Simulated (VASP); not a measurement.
# Si (Fd-3m) in VASP: notebook, part 2 of 2

VASP 6.6.1. The steps go on from the part before.

### Step 3. Single point, PBE

INCAR

```
PREC = Accurate
ENCUT = 520
EDIFF = 1E-7
ISMEAR = 0
SIGMA = 0.05
LREAL = F
LASPH = T
NELM = 80
ALGO = Normal
ISIF = 2
LWAVE = F
LCHARG = F
GGA = PE
NBANDS = 11
```

KPOINTS

```
Automatic mesh
0
Gamma
  10 10 10
```

POSCAR

```
Si
1.0
    0.0000000000      2.7347606505      2.7347606505
    2.7347606505      0.0000000000      2.7347606505
    2.7347606505      2.7347606505      0.0000000000
Si
2
Direct
    0.5000000000      0.5000000000      0.5000000000
    0.7500000000      0.7500000000      0.7500000000
```

Potentials or basis: VASP PAW PBE potentials, release 64 (Si).

Launch:

```sh
> cat potpaw_PBE.64/Si/POTCAR > POTCAR
> mpirun -np 1 vasp_std > vasp.out
```

OUTCAR:

```text
PREC = Accurate
   ENCUT = 520
   EDIFF = 1E-7
   ISMEAR = 0
   LREAL = F
   LASPH = T
   NELM = 80
   ISIF = 2
   GGA = PE

 ion  position               nearest neighbor table
   1  0.500  0.500  0.500-   2 2.37   2 2.37   2 2.37   2 2.37
   2  0.750  0.750  0.750-   1 2.37   1 2.37   1 2.37   1 2.37

  LATTYP: Found a face centered cubic cell.
 ALAT       =     5.4695213010

  Lattice vectors:

 A1 = (   0.0000000000,   2.7347606505,   2.7347606505)
 A2 = (   2.7347606505,   0.0000000000,   2.7347606505)
 A3 = (   2.7347606505,   2.7347606505,   0.0000000000)

Analysis of symmetry for initial positions (statically):
=====================================================================
 Subroutine PRICEL returns:
 Original cell was already a primitive cell.

 Routine SETGRP: Setting up the symmetry group for a
 face centered cubic supercell.

 Subroutine GETGRP returns: Found 48 space group operations
 (whereof 24 operations were pure point group operations)
 out of a pool of 48 trial point group operations.

The static configuration has the point symmetry T_d .
 The point group associated with its full space group is O_h .

Analysis of symmetry for dynamics (positions and initial velocities):
=====================================================================
 Subroutine PRICEL returns:
 Original cell was already a primitive cell.

 Routine SETGRP: Setting up the symmetry group for a
 face centered cubic supercell.

 Subroutine GETGRP returns: Found 48 space group operations
 (whereof 24 operations were pure point group operations)
 out of a pool of 48 trial point group operations.

The dynamic configuration has the point symmetry T_d .
 The point group associated with its full space group is O_h .

 Subroutine INISYM returns: Found 48 space group operations
 (whereof 24 operations are pure point group operations),
 and found     1 'primitive' translations

----------------------------------------------------------------------------------------

                                     Primitive cell
[... 115 lines left out ...]
   LORBIT       =      0    0 simple, 1 ext, 2 COOP (PROOUT), +10 PAW based schemes
   GGA     = PE    functional components
   LHFCALC =     F    Hartree Fock is set to
   AEXX    =    0.0000 exact exchange contribution
   IVDW    =     0    specifies the selected vdW correction
   LEPSILON=     F    determine dielectric tensor
   LRPA    =     F    only Hartree local field effects (RPA)
 non-spin polarized calculation
 Gauss-broadening in eV      SIGMA  =   0.05
  energy-cutoff  :      520.00
  volume of cell :       40.91
 maximum number of plane-waves:      1114
 NGX is ok and might be reduce to    30
   NGX = 15   NGY = 15   NGZ = 15

 number of electron       8.0000001 magnetization

 Free energy of the ion-electron system (eV)
  ---------------------------------------------------
  ext. energy  EPLUGINS =         0.00000000
  ---------------------------------------------------
  free energy    TOTEN  =       -10.84920322 eV

  energy without entropy =      -10.84920322  energy(sigma->0) =      -10.84920322

 E-fermi :   5.8976     XC(G=0):  -9.3254

 val. band max:        5.6118736618   @ k =   0.0000   0.0000   0.0000
 cond. band min:       6.2305301351   @ k =   0.4000   0.4000   0.0000
 fundamental gap:      0.6186564733
 Fermi energy:         5.8976388609

 k-point     1 :       0.0000    0.0000    0.0000
  band No.  band energies     occupation
      1      -6.1998      2.00000
      2       5.6119      2.00000
      3       5.6119      2.00000
      4       5.6119      2.00000
      5       8.1686      0.00000
      6       8.1686      0.00000
      7       8.1686      0.00000
      8       8.7408      0.00000
      9      13.3208      0.00000
     10      13.3208      0.00000
     11      13.4880      0.00000
[... 309 lines left out ...]
 k-point    24 :       0.4000    0.3000    0.0000
  band No.  band energies     occupation
      1      -4.0780      2.00000
      2       0.2197      2.00000
      3       2.8197      2.00000
      4       3.2291      2.00000
      5       6.6894      0.00000
      6       7.8780      0.00000
      7      12.4650      0.00000
      8      12.6060      0.00000
      9      16.0197      0.00000
     10      16.1484      0.00000
     11      17.6302      0.00000

 [... further k-points ...]
[... 5 lines left out ...]
  --------------------------------------------------------------------------------------
  -------------------------------------------------------------------------------------
  Total       -0.0117048     -0.0117048     -0.0117048      0.0000000      0.0000000     -0.0000000
  in kB       -0.4584426     -0.4584426     -0.4584426      0.0000000      0.0000000     -0.0000000
  external PRESSURE =      -0.4584426 kB  Pullay stress =       0.0000000 kB

 VOLUME and BASIS-vectors are now :
 -----------------------------------------------------------------------------
  energy-cutoff  :      520.00
  volume of cell :       40.91
      direct lattice vectors                 reciprocal lattice vectors
     0.000000000  2.734760651  2.734760651    -0.182831357  0.182831357  0.182831357
     2.734760651  0.000000000  2.734760651     0.182831357 -0.182831357  0.182831357
     2.734760651  2.734760651  0.000000000     0.182831357  0.182831357 -0.182831357

 POSITION                                       TOTAL-FORCE (eV/Angst)
 -----------------------------------------------------------------------------------
      2.73476      2.73476      2.73476         0.000000      0.000000      0.000000
      4.10214      4.10214      4.10214        -0.000000     -0.000000     -0.000000
 -----------------------------------------------------------------------------------
    total drift:                                0.000000     -0.000000     -0.000000

  FREE ENERGIE OF THE ION-ELECTRON SYSTEM (eV)
  ---------------------------------------------------
  free  energy   TOTEN  =       -10.8492032249 eV

  energy  without entropy=      -10.8492032249  energy(sigma->0) =      -10.84920322
```

OSZICAR:

```text
N       E                     dE             d eps       ncg     rms          rms(c)
DAV:   1     0.930652813677E+01    0.93065E+01   -0.33182E+03  1034   0.589E+02
DAV:   2    -0.104050119957E+02   -0.19712E+02   -0.18766E+02  1365   0.881E+01
DAV:   3    -0.110126526545E+02   -0.60764E+00   -0.60631E+00  1332   0.137E+01
DAV:   4    -0.110171281594E+02   -0.44755E-02   -0.44751E-02  1244   0.148E+00
DAV:   5    -0.110171735964E+02   -0.45437E-04   -0.45436E-04  1333   0.136E-01    0.475E+00
DAV:   6    -0.109013803781E+02    0.11579E+00   -0.64954E-02  1171   0.105E+00    0.289E+00
DAV:   7    -0.108476929827E+02    0.53687E-01   -0.12745E-01  1185   0.158E+00    0.167E-01
DAV:   8    -0.108489665638E+02   -0.12736E-02   -0.56988E-03  1175   0.404E-01    0.793E-02
DAV:   9    -0.108491778588E+02   -0.21130E-03   -0.20468E-04  1267   0.868E-02    0.581E-02
DAV:  10    -0.108492023884E+02   -0.24530E-04   -0.21257E-05  1230   0.266E-02    0.516E-03
DAV:  11    -0.108492030370E+02   -0.64860E-06   -0.20012E-06  1264   0.735E-03    0.310E-03
DAV:  12    -0.108492031820E+02   -0.14491E-06   -0.44915E-07  1160   0.417E-03    0.185E-03
DAV:  13    -0.108492032249E+02   -0.42961E-07   -0.41913E-09   750   0.445E-04
   1 F= -.10849203E+02 E0= -.10849203E+02  d E =-.551345E-18
```

stdout:

```text
POSCAR found type information on POSCAR Si
 POSCAR found :  1 types and       2 ions
 scaLAPACK will be used
 LDA part: xc-table for (Slater+PW92), standard interpolation
 POSCAR, INCAR and KPOINTS ok, starting setup
 FFT: planning ... GRIDC
 FFT: planning ... GRID_SOFT
 FFT: planning ... GRID
 WAVECAR not read
 entering main loop
```

It took 10 s on 1 thread of Intel Xeon 6975P-C (Granite Rapids), shared host; peak memory 0.15 GiB.

What came out:

```yaml
Free_energy: -10.8492 eV
Pressure: 0.0 GPa
Band_gap_on_the_k_mesh: 0.62 eV, indirect (least direct gap 2.56 eV)
```
